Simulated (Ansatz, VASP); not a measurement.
# F in VASP and in Ansatz

```
CELL_PARAMETERS angstrom
2.31479 -1.66190 0.00000
2.31479 1.66190 0.00000
0.00000 0.00000 6.12825
ATOMIC_POSITIONS crystal
F 0.13000 0.87000 0.10000
F 0.63000 0.37000 0.40000
F 0.87000 0.13000 0.90000
F 0.37000 0.63000 0.60000
```

Alike in both runs: task single point; functional PBEsol; k mesh 10 × 10 × 6; occupations gaussian, width 0.02 eV; no spin polarisation.

|  | VASP | Ansatz |
| --- | --- | --- |
| version | VASP 6.6.1 | Ansatz 0.2.0 |
| potentials or method | VASP PAW PBE potentials, release 64 (F), cutoff 520 eV | scalar-relativistic, plane waves, PAW |
| valence electrons in the cell | 28 | 28 |

```tsv
	VASP	Ansatz	Ansatz less VASP
gap on the k mesh at the Fermi level (eV)	1.99	2.05	+0.051
least direct gap on the mesh (eV)	2.04	2.09	+0.052
pressure (GPa)	-5.0	-5.1	-0.05
traceless stress, the component that is largest in VASP (GPa)	8.79	9.67	+0.881
rms of the force components (eV/Å)	1.153	1.305	+0.1517
```

VASP's potentials were made for PBE, not for PBEsol. Atom by atom the forces differ by 0.152 eV/Å (rms over components).
